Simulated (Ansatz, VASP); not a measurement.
## Pt in VASP and in Ansatz

Contents of INCAR:

```
  PREC = Accurate
  ENCUT = 520
  EDIFF = 1E-7
  ISMEAR = 1
  SIGMA = 0.1
  LREAL = False
  LASPH = True
  NELM = 80
  ALGO = Normal
  ISIF = 2
  LWAVE = False
  LCHARG = True
  GGA = PS
  LELF = True
  LVHAR = True
  NBANDS = 17
```

KPOINTS

```
regular mesh
0
Gamma
  12 12 6
```

The input POSCAR:

```
Pt
1.0
    2.7606660000      0.0000000000      0.0000000000
   -1.3803330000      2.3908070000      0.0000000000
    0.0000000000      0.0000000000      4.7921340000
Pt
2
Direct
    0.6666666667      0.3333333333      0.7500000000
    0.3333333333      0.6666666667      0.2500000000
```

Input for Ansatz:

```yaml
crystal:
  lattice:
    - [2.760666, 0.0, 0.0]
    - [-1.380333, 2.390807, 0.0]
    - [0.0, 0.0, 4.792134]
  atoms:
    - { symbol: Pt, position: [0.6666666666666666, 0.3333333333333333, 0.75] }
    - { symbol: Pt, position: [0.3333333333333333, 0.6666666666666666, 0.25] }
kpoints:
  mp_grid:
    grid: [12, 12, 6]
hamiltonian:
  xc: pbesol
scf:
  occupations:
    method: methfessel_paxton
    width: 0.1
output:
  stress: true
```

Alike in both runs: task single point; functional PBEsol; k mesh 12 × 12 × 6; occupations methfessel-paxton of order 1, width 0.1 eV; no spin polarisation.

```csv
,VASP,Ansatz
version,VASP 6.6.1,Ansatz 0.2.0
potentials or method,"VASP PAW PBE potentials, release 64 (Pt)","plane waves, PAW"
plane-wave cutoff (eV),520,420
valence electrons in the cell,20,36
```

VASP gave:

```
pressure (GPa)                                                : -11.3
traceless stress, the component that is largest in VASP (GPa) : 0.35
```

What did Ansatz give for the same quantities?

Pressure (GPa): -10.9; traceless stress, the component that is largest in VASP (GPa): 0.51.

VASP's potentials were made for PBE, not for PBEsol. The functional is the same, so the differences come from potentials, cutoffs and numerics. VASP's potentials hold 20 valence electrons a cell and Ansatz's 36, so a difference there can come from the potentials and not from the codes.

Spin-orbit coupling is off throughout.
